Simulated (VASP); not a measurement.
# Zr (P6_3/mmc) in VASP: notebook

Runs on Zr. Level: PBE. Tasks: single point.

All numbers are computed with VASP 6.6.1; they aren't measurements. Logs are shortened: lines on timing, memory, paths and dates and some standing lists are left out, and cuts for length are marked.

### Step 1. The cell of the first run

It takes space group P6_3/mmc (No. 194, hexagonal). The conventional cell has a = 3.232 Å, b = 3.232 Å, c = 5.174 Å, α = 90.00°, β = 90.00°, γ = 120.00°. Zr (site symmetry -6m2) has 12 Zr at 3.19 to 3.23 Å within 4.2 Å.

### Step 2. Single point, PBE

Input file INCAR:

```
PREC     = Accurate       # precision mode
ENCUT    = 520            # plane-wave cutoff, eV
EDIFF    = 1E-6           # SCF threshold, eV
ISMEAR   = 1              # smearing method
SIGMA    = 0.3            # smearing width, eV
LREAL    = F              # projectors in reciprocal space
LASPH    = T              # aspherical terms in the spheres
NELM     = 60             # most SCF steps
ALGO     = Normal         # electronic algorithm
ISIF     = 2              # what is computed and relaxed
LWAVE    = F              # write WAVECAR
LCHARG   = F              # write CHGCAR
GGA      = PE             # functional
NBANDS   = 19             # bands
```

Input file KPOINTS:

```
Automatic mesh
0
Gamma
  11 11 6
```

Input file POSCAR:

```
Zr
1.0
    3.2318821451      0.0000000000      0.0000000000
   -1.6159410725      2.7988920397      0.0000000000
    0.0000000000      0.0000000000      5.1741041053
Zr
2
Direct
    0.3333333333      0.6666666667      0.2500000000
    0.6666666667      0.3333333333      0.7500000000
```

Potentials or basis: VASP PAW PBE potentials, release 64 (Zr_sv).

On the command line:

```console
$ cat potpaw_PBE.64/Zr_sv/POTCAR > POTCAR
$ mpirun -np 1 vasp_std > vasp.out
```

OUTCAR:

```text
PREC = Accurate
   ENCUT = 520
   EDIFF = 1E-6
   ISMEAR = 1
   LREAL = F
   LASPH = T
   NELM = 60
   ISIF = 2
   GGA = PE

 ion  position               nearest neighbor table
   1  0.333  0.667  0.250-   2 3.19   2 3.19   2 3.19   2 3.19   2 3.19   2 3.19
   2  0.667  0.333  0.750-   1 3.19   1 3.19   1 3.19   1 3.19   1 3.19   1 3.19

  LATTYP: Found a hexagonal cell.
 ALAT       =     3.2318821451
 C/A-ratio  =     1.6009569263

  Lattice vectors:

 A1 = (   3.2318821451,   0.0000000000,   0.0000000000)
 A2 = (  -1.6159410725,   2.7988920397,   0.0000000000)
 A3 = (   0.0000000000,   0.0000000000,   5.1741041053)

Analysis of symmetry for initial positions (statically):
=====================================================================
 Subroutine PRICEL returns:
 Original cell was already a primitive cell.

 Routine SETGRP: Setting up the symmetry group for a
 hexagonal supercell.

 Subroutine GETGRP returns: Found 24 space group operations
 (whereof 12 operations were pure point group operations)
 out of a pool of 24 trial point group operations.

The static configuration has the point symmetry D_3d.
 The point group associated with its full space group is D_6h.

Analysis of symmetry for dynamics (positions and initial velocities):
=====================================================================
 Subroutine PRICEL returns:
 Original cell was already a primitive cell.

 Routine SETGRP: Setting up the symmetry group for a
 hexagonal supercell.

 Subroutine GETGRP returns: Found 24 space group operations
 (whereof 12 operations were pure point group operations)
 out of a pool of 24 trial point group operations.

The dynamic configuration has the point symmetry D_3d.
 The point group associated with its full space group is D_6h.

 Subroutine INISYM returns: Found 24 space group operations
 (whereof 12 operations are pure point group operations),
 and found     1 'primitive' translations

----------------------------------------------------------------------------------------

                                     Primitive cell

  volume of cell :      46.8033

  direct lattice vectors                    reciprocal lattice vectors
     3.231882145  0.000000000  0.000000000     0.309417223  0.178642117  0.000000000
    -1.615941073  2.798892040  0.000000000     0.000000000  0.357284235  0.000000000
     0.000000000  0.000000000  5.174104105     0.000000000  0.000000000  0.193270174

  length of vectors
     3.231882145  3.231882145  5.174104105     0.357284235  0.357284235  0.193270174

  position of ions in fractional coordinates (direct lattice)
     0.333333333  0.666666667  0.250000000
     0.666666667  0.333333333  0.750000000

  ion indices of the primitive-cell ions
   primitive index   ion index
                 1           1
                 2           2

----------------------------------------------------------------------------------------

 KPOINTS: Automatic mesh

Automatic generation of k-mesh.
 Grid dimensions read from file:
 generate k-points for:   11   11    6

 Generating k-lattice:

  Cartesian coordinates                     Fractional coordinates (reciprocal lattice)
     0.028128838  0.016240192  0.000000000     0.090909091 -0.000000000  0.000000000
     0.000000000  0.032480385  0.000000000     0.000000000  0.090909091  0.000000000
     0.000000000  0.000000000  0.032211696     0.000000000  0.000000000  0.166666667

  Length of vectors
     0.032480385  0.032480385  0.032211696

  Shift w.r.t. Gamma in fractional coordinates (k-lattice)
     0.000000000  0.000000000  0.000000000

 Subroutine IBZKPT returns following result:
 ===========================================

 Found     64 irreducible k-points:

 Following reciprocal coordinates:
            Coordinates               Weight
  0.000000  0.000000  0.000000      1.000000
  0.090909 -0.000000  0.000000      6.000000
  0.181818 -0.000000  0.000000      6.000000
  0.272727 -0.000000  0.000000      6.000000
  0.363636 -0.000000  0.000000      6.000000
  0.454545 -0.000000  0.000000      6.000000
[... 16 lines left out ...]
  0.090909  0.090909  0.166667     12.000000
  0.181818  0.090909  0.166667     24.000000
 [... further k-points ...]
   k-points           NKPTS =     64   k-points in BZ     NKDIM =     64   number of bands    NBANDS=     19
   number of dos      NEDOS =    301   number of ions     NIONS =      2
   total plane-waves  NPLWV =  23040
   dimension x,y,z NGX =    24 NGY =   24 NGZ =   40
   dimension x,y,z NGXF=    48 NGYF=   48 NGZF=   80
   ions per type =               2
   NGX,Y,Z   is equivalent  to a cutoff of  12.35, 12.35, 12.85 a.u.
   NGXF,Y,Z  is equivalent  to a cutoff of  24.69, 24.69, 25.70 a.u.
 SYSTEM =  unknown system
   PREC   = accura    normal or accurate (medium, high low for compatibility)
   ISTART =      0    job   : 0-new  1-cont  2-samecut
   ICHARG =      2    charge: 1-file 2-atom 10-const
   ISPIN  =      1    spin polarized calculation?
   LNONCOLLINEAR =      F non collinear calculations
   LSORBIT =      F    spin-orbit coupling
   LASPH  =      T    aspherical Exc in radial PAW
   ENCUT  =  520.0 eV  38.22 Ry    6.18 a.u.   6.01  6.01  9.62*2*pi/ulx,y,z
   NELM   =     60;   NELMIN=  2; NELMDL= -5     # of ELM steps
   EDIFF  = 0.1E-05   stopping-criterion for ELM
   LREAL  =      F    real-space projection
   EDIFFG = 0.1E-04   stopping-criterion for IOM
   NSW    =      0    number of steps for IOM
   IBRION =     -1    ionic relax: 0-MD 1-quasi-New 2-CG
   NFREE  =      0    steps in history (QN), initial steepest desc. (CG)
   ISIF   =      2    stress and relaxation
   ISYM   =      2    0-nonsym 1-usesym 2-fastsym
   POTIM  = 0.5000    time-step for ionic-motion
   TEBEG  =    0.0;   TEEND  =   0.0 temperature during run
   PSTRESS=    0.0 pullay stress
   NELECT =      24.0000    total number of electrons
   NUPDOWN=      -1.0000    fix difference up-down
   EMIN   =  10.00;   EMAX   =-10.00  energy-range for DOS
   EFERMI =   0.00;   METHOD = LEGACY
   ISMEAR =     1;   SIGMA  =   0.30  broadening in eV -4-tet -1-fermi 0-gaus
   EFERMI_NEDOS =   21; number of points for ismear=-14 and -15
   IALGO  =     38    algorithm
   IMIX   =      4    mixing-type and parameters
     AMIX     =   0.40;   BMIX     =  1.00
     AMIX_MAG =   1.60;   BMIX_MAG =  1.00
  volume/ion in A,a.u.               =      23.40       157.92
  Fermi-wavevector in a.u.,A,eV,Ry     =   1.310347  2.476197 23.361328  1.717009
  Thomas-Fermi vector in A             =   2.440883
   LORBIT       =      0    0 simple, 1 ext, 2 COOP (PROOUT), +10 PAW based schemes
   GGA     = PE    functional components
   LHFCALC =     F    Hartree Fock is set to
   AEXX    =    0.0000 exact exchange contribution
   IVDW    =     0    specifies the selected vdW correction
   LEPSILON=     F    determine dielectric tensor
   LRPA    =     F    only Hartree local field effects (RPA)
 non-spin polarized calculation
 Methfessel and Paxton  Order N= 1 SIGMA  =   0.30
  energy-cutoff  :      520.00
  volume of cell :       46.80
 maximum number of plane-waves:      1284
   NGX = 13   NGY = 13   NGZ = 19

 number of electron      24.0000001 magnetization

 Free energy of the ion-electron system (eV)
  ---------------------------------------------------
  ext. energy  EPLUGINS =         0.00000000
  ---------------------------------------------------
  free energy    TOTEN  =       -17.03688500 eV

  energy without entropy =      -17.04473118  energy(sigma->0) =      -17.03950040

 E-fermi :   8.9361     XC(G=0): -11.0588

 val. band max:        8.9227701857   @ k =   0.3636   0.2727   0.3333
 cond. band min:       8.9574713325   @ k =   0.0000   0.0000   0.5000
 fundamental gap:      0.0347011468
 Fermi energy:         8.9361285894

 k-point     1 :       0.0000    0.0000    0.0000
  band No.  band energies     occupation
      1     -39.9114      2.00000
      2     -39.7632      2.00000
      3     -18.4209      2.00000
      4     -17.5635      2.00000
      5     -17.5635      2.00000
      6     -17.4414      2.00000
[... 11 lines left out ...]
     18      11.0990     -0.00000
     19      13.3496     -0.00000

 k-point     2 :       0.0909   -0.0000    0.0000
  band No.  band energies     occupation
      1     -39.9022      2.00000
      2     -39.7593      2.00000
      3     -18.3962      2.00000
      4     -17.6188      2.00000
      5     -17.5815      2.00000
      6     -17.4853      2.00000
[... 11 lines left out ...]
     18      10.9031     -0.00000
     19      13.4909     -0.00000

 k-point     3 :       0.1818   -0.0000    0.0000
  band No.  band energies     occupation
      1     -39.8768      2.00000
      2     -39.7492      2.00000
      3     -18.3260      2.00000
      4     -17.7671      2.00000
      5     -17.6343      2.00000
      6     -17.6277      2.00000
[... 11 lines left out ...]
     18      11.2637     -0.00000
     19      13.7628     -0.00000

 k-point     4 :       0.2727   -0.0000    0.0000
  band No.  band energies     occupation
      1     -39.8417      2.00000
      2     -39.7377      2.00000
      3     -18.2222      2.00000
      4     -17.9607      2.00000
      5     -17.8200      2.00000
      6     -17.6854      2.00000
[... 11 lines left out ...]
     18      12.1457     -0.00000
     19      13.9882     -0.00000

 k-point     5 :       0.3636   -0.0000    0.0000
  band No.  band energies     occupation
      1     -39.8062      2.00000
      2     -39.7302      2.00000
      3     -18.1372      2.00000
      4     -18.1052      2.00000
      5     -17.9829      2.00000
      6     -17.7362      2.00000
[... 11 lines left out ...]
     18      13.1690     -0.00000
     19      14.1202     -0.00000
[... 334 lines left out ...]
      2     -39.7353      2.00000
      3     -18.2220      2.00000
      4     -18.0512      2.00000
      5     -17.9574      2.00000
      6     -17.7218      2.00000
[... 11 lines left out ...]
     18      12.9563     -0.00000
     19      13.9763     -0.00000

 k-point    22 :       0.4545   -0.0000    0.1667
  band No.  band energies     occupation
      1     -39.7780      2.00000
      2     -39.7326      2.00000
      3     -18.2879      2.00000
      4     -18.1318      2.00000
      5     -17.9280      2.00000
      6     -17.7506      2.00000
[... 11 lines left out ...]
     18      14.1514     -0.00000
     19      14.1602     -0.00000

 k-point    23 :       0.0909    0.0909    0.1667
  band No.  band energies     occupation
      1     -39.8761      2.00000
      2     -39.7613      2.00000
      3     -18.3003      2.00000
      4     -17.6923      2.00000
      5     -17.6630      2.00000
      6     -17.5906      2.00000
[... 11 lines left out ...]
     18      11.3717     -0.00000
     19      13.6088     -0.00000

 k-point    24 :       0.1818    0.0909    0.1667
  band No.  band energies     occupation
      1     -39.8471      2.00000
      2     -39.7492      2.00000
      3     -18.2365      2.00000
      4     -17.8462      2.00000
      5     -17.8042      2.00000
      6     -17.6531      2.00000
[... 11 lines left out ...]
     18      11.9733     -0.00000
     19      13.7210     -0.00000

 [... further k-points ...]
[... 5 lines left out ...]
  --------------------------------------------------------------------------------------
  -------------------------------------------------------------------------------------
  Total        0.0000166      0.0000166     -0.0649167      0.0000000      0.0000000     -0.0000000
  in kB        0.0005680      0.0005680     -2.2222356      0.0000000      0.0000000     -0.0000000
  external PRESSURE =      -0.7403665 kB  Pullay stress =       0.0000000 kB

 VOLUME and BASIS-vectors are now :
 -----------------------------------------------------------------------------
  energy-cutoff  :      520.00
  volume of cell :       46.80
      direct lattice vectors                 reciprocal lattice vectors
     3.231882145  0.000000000  0.000000000     0.309417223  0.178642117  0.000000000
    -1.615941073  2.798892040  0.000000000     0.000000000  0.357284235  0.000000000
     0.000000000  0.000000000  5.174104105     0.000000000  0.000000000  0.193270174

 POSITION                                       TOTAL-FORCE (eV/Angst)
 -----------------------------------------------------------------------------------
     -0.00000      1.86593      1.29353         0.000000     -0.000000      0.000000
      1.61594      0.93296      3.88058        -0.000000      0.000000      0.000000
 -----------------------------------------------------------------------------------
    total drift:                               -0.000000      0.000000     -0.000000

  FREE ENERGIE OF THE ION-ELECTRON SYSTEM (eV)
  ---------------------------------------------------
  free  energy   TOTEN  =       -17.0368850043 eV

  energy  without entropy=      -17.0447311789  energy(sigma->0) =      -17.03950040
```

Run time: 38 s. Hardware: 1 thread of Intel Xeon Platinum 8488C (Sapphire Rapids), shared host; peak memory 0.17 GiB.

Results:

| Property | Result |
| --- | --- |
| Free energy | -17.0369 eV |
| Pressure | -0.1 GPa |
| Band gap on the k mesh | zero (band 12 reaches 9.81 eV, above the bottom of band 13 at 8.78 eV) |

Stress tensor (GPa, compression positive):
```
 0.00  0.00  0.00
 0.00  0.00  0.00
 0.00  0.00 -0.22
```

(Continued in part 2 of 2.)
